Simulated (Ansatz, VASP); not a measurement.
Two plane-wave programs on Rh

```
Rh
1.0
     3.68808    0.00000    0.00000
     0.00000    3.68808    0.00000
     0.00000    0.00000    3.68808
Rh
3
Direct
  0.50000 0.00000 0.00000
  0.00000 0.50000 0.00000
  0.00000 0.00000 0.50000
```

Alike in both runs: functional PBE; k mesh 12 × 12 × 12; occupations gaussian, width 0.1 eV; collinear spin.

Ansatz relaxed the structure, and its values are those at the end. VASP's run is a single point on that final structure, the one shown.

|  | VASP | Ansatz |
| --- | --- | --- |
| version | VASP 6.6.1 | Ansatz 0.2.0 |
| potentials or method | VASP PAW PBE potentials, release 64 (Rh_pv), cutoff 500 eV | scalar-relativistic, plane waves, PAW |
| valence electrons in the cell | 45 | 51 |

|  | VASP | Ansatz | Ansatz less VASP |
| --- | --- | --- | --- |
| gap on the k mesh at the Fermi level (eV) | none | none | - |
| pressure (GPa) | 0.1 | 0.0 | -0.07 |
| net moment per atom (μB) | 0.14 | 0.13 | -0.008 |
| size of the moment on the site where the two differ most (μB) | 0.14 | 0.13 | -0.012 |

Site moments also hang on the region over which each program counts them. A gap of «none» marks a metal or a gap that the smearing closes. The functional is the same, so the differences come from potentials, cutoffs and numerics. VASP's potentials hold 45 valence electrons a cell and Ansatz's 51, so a difference there can come from the potentials and not from the codes.
